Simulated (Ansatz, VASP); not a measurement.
**TePt: VASP beside Ansatz**

```
Te Pt
1.0
     1.98157    1.14406    6.66103
    -1.98157    1.14406    6.66103
     0.00000   -2.28812    6.66103
Te Pt
2 2
Direct
  0.59800 0.59800 0.59800
  0.40200 0.40200 0.40200
  0.87033 0.87033 0.87033
  0.12967 0.12967 0.12967
```

Alike in both runs: task relaxation of cell and atoms; functional PBEsol; dispersion D3(BJ); k mesh 12 × 12 × 12; occupations gaussian, width 0.1 eV; no spin polarisation.

|  | VASP | Ansatz |
| --- | --- | --- |
| version | VASP 6.6.1 | Ansatz 0.2.0 |
| potentials or method | VASP PAW PBE potentials, release 64 (Te, Pt), cutoff 600 eV | scalar-relativistic, plane waves, PAW |
| valence electrons in the cell | 32 | 68 |

```csv
,VASP,Ansatz,Ansatz less VASP
"gap on the k mesh at the Fermi level, each at its own relaxed structure (eV)",none,none,-
relaxed volume (Å³/atom),21.28,21.29,+0.016
relaxed cell length with the largest relative difference (Å),6.775,6.777,+0.0020
```

VASP's potentials were made for PBE, not for PBEsol. A gap of «none» marks a metal or a gap that the smearing closes. VASP's potentials hold 32 valence electrons a cell and Ansatz's 68, so a difference there can come from the potentials and not from the codes.

Neither program's run includes spin-orbit coupling.
